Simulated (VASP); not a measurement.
Wanted: the native input for a VASP 6.6.1 run.

| Property | Result |
| --- | --- |
| Task | single point |
| Functional | PBEsol-based global hybrid with 25 % exact exchange |
| Potentials or basis | VASP PAW PBE potentials, release 64 (Al, N) |
| Cutoff | 520 eV |
| k mesh | 5 × 5 × 5 |
| Occupations | fermi-dirac, width 0.05 eV |
| Spin | no spin polarisation |
| Dipole correction | no |
| Grid for exact exchange (PRECFOCK) | Normal |
| Share of exact exchange | 0.25 |
| Further INCAR settings | ALGO = Normal; EDIFF = 1e-06; NBANDS = 11 |

AlN:

```
Al N
1.0
     0.00000    2.17412    2.17412
     2.17412    0.00000    2.17412
     2.17412    2.17412    0.00000
Al N
1 1
Direct
  0.00000 0.00000 0.00000
  0.25000 0.25000 0.25000
```

One way to write it, as run:

POSCAR

```
AlN
1.0
    0.0000000000      2.1741166776      2.1741166776
    2.1741166776      0.0000000000      2.1741166776
    2.1741166776      2.1741166776      0.0000000000
Al N
1 1
Direct
    0.0000000000      0.0000000000      0.0000000000
    0.2500000000      0.2500000000      0.2500000000
```

INCAR.step1

```
SYSTEM = AlN
PREC = Accurate
ENCUT = 520
EDIFF = 1E-5
ISMEAR = -1
SIGMA = 0.05
LREAL = .False.
LASPH = .True.
NELM = 80
ALGO = Normal
ISIF = 2
LWAVE = .True.
GGA = PE
NBANDS = 11
```

INCAR.step2

```
SYSTEM = AlN
PREC = Accurate
ENCUT = 520
EDIFF = 1E-6
ISMEAR = -1
SIGMA = 0.05
LREAL = .False.
LASPH = .True.
NELM = 80
ALGO = Normal
ISIF = 2
LWAVE = .False.
LCHARG = .True.
GGA = PS
LHFCALC = .True.
AEXX = 0.25
PRECFOCK = Normal
LELF = .True.
LVHAR = .True.
ISTART = 1
NBANDS = 11
```

KPOINTS

```
regular mesh
0
Gamma
  5 5 5
  0 0 0
```

Potentials or basis: VASP PAW PBE potentials, release 64 (Al, N).

Launch:

```bash
$ cat potpaw_PBE.64/Al/POTCAR potpaw_PBE.64/N/POTCAR > POTCAR
$ cp INCAR.step1 INCAR
$ mpirun -np 1 vasp_std > vasp.out
$ cp INCAR.step2 INCAR
$ mpirun -np 1 vasp_std > vasp.out
```

Results of the run:

```json
{
 "Pressure": "0.0 GPa",
 "Band gap on the k mesh": "5.87 eV (least direct gap 6.41 eV)"
}
```

Caveat: the k points lie up to 0.50 Å⁻¹ apart; the PAW data sets were made with another functional, which shifts forces and pressure a little; an odd mesh through Γ misses points on the zone boundary, where band edges can lie.

Wall time 98 s on 1 thread of Intel(R) Xeon(R) Platinum 8488C (Sapphire Rapids), on a shared host, peak memory 0.13 GiB.
